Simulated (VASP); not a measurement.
Wanted: the native input for a VASP 6.6.1 run.

| Item | Value |
| --- | --- |
| Task | single point |
| Functional | PBE |
| Potentials or basis | VASP PAW PBE potentials, release 64 (Ag, Cl) |
| Cutoff | 520 eV |
| k mesh | 1 × 1 × 1, shifted |
| Occupations | gaussian, width 0.1 eV |
| Spin | no spin polarisation |
| Dipole correction | no |
| Further INCAR settings | ALGO = Normal; EDIFF = 1e-06; NBANDS = 16 |

The structure of AgCl lies in POSCAR:

```
AgCl
1.0
    0.0000000000      2.7726629968      2.7726629968
    2.7726629968      0.0000000000      2.7726629968
    2.7726629968      2.7726629968      0.0000000000
Ag Cl
1 1
Direct
    0.0000000000      0.0000000000      0.0000000000
    0.5000000000      0.5000000000      0.5000000000
```

The input as run:

INCAR

```
SYSTEM = AgCl
  PREC = Accurate
  ENCUT = 520
  EDIFF = 1E-6
  ISMEAR = 0
  SIGMA = 0.1
  LREAL = .FALSE.
  LASPH = .TRUE.
  NELM = 60
  ALGO = Normal
  ISIF = 2
  LWAVE = .FALSE.
  LCHARG = .FALSE.
  GGA = PE
  NBANDS = 16
```

KPOINTS

```
Automatic mesh
0
Gamma
  1 1 1
  0.5 0.5 0.5
```

Potentials or basis: VASP PAW PBE potentials, release 64 (Ag, Cl).

Run with:

```bash
$ cat potpaw_PBE.64/Ag/POTCAR potpaw_PBE.64/Cl/POTCAR > POTCAR
$ mpirun -np 1 vasp_std > vasp.out
```

It gave:

The pressure is 23.4 GPa. The band gap on the k mesh is 3.81 eV.

Caveat: the k points lie up to 1.96 Å⁻¹ apart.

Wall time 3.3 s on 1 thread of AMD EPYC 7R13 Processor (Zen 3), with other jobs on the host, peak memory 0.13 GiB.
